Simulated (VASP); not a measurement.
A run of VASP 6.6.1 is set up as follows.

INCAR

```
SYSTEM = AlNi3
  PREC = Accurate
  ENCUT = 520
  EDIFF = 1E-6
  ISMEAR = -1
  SIGMA = 0.1
  LREAL = .FALSE.
  LASPH = .TRUE.
  NELM = 150
  ALGO = Normal
  ISIF = 2
  LWAVE = .FALSE.
  LCHARG = .FALSE.
  ISPIN = 2
  MAGMOM = 1 1 1 0
  LORBIT = 11
  LMAXMIX = 4
  GGA = PS
  NBANDS = 28
```

Contents of KPOINTS:

```
Automatic mesh
0
G
  6 6 6
  0 0 0
```

Contents of POSCAR:

```
AlNi3
1.0
    3.5230547267      0.0000000000      0.0000000000
    0.0000000000      3.5230547267      0.0000000000
    0.0000000000      0.0000000000      3.5230547267
Ni Al
3 1
Direct
    0.5000000000      0.5000000000      0.0000000000
    0.5000000000      0.0000000000      0.5000000000
    0.0000000000      0.5000000000      0.5000000000
    0.0000000000      0.0000000000      0.0000000000
```

Potentials or basis: VASP PAW PBE potentials, release 64 (Ni, Al).

Command:

```sh
$ cat potpaw_PBE.64/Ni/POTCAR potpaw_PBE.64/Al/POTCAR > POTCAR
$ mpirun -np 1 vasp_std > vasp.out
```

(1) Predict the net moment.

(2) What does it give for the pressure?

Answers

(1) 0.00 μB per cell.

(2) -0.5 GPa.

Caveat: the PAW data sets were made with another functional, which shifts forces and pressure a little.
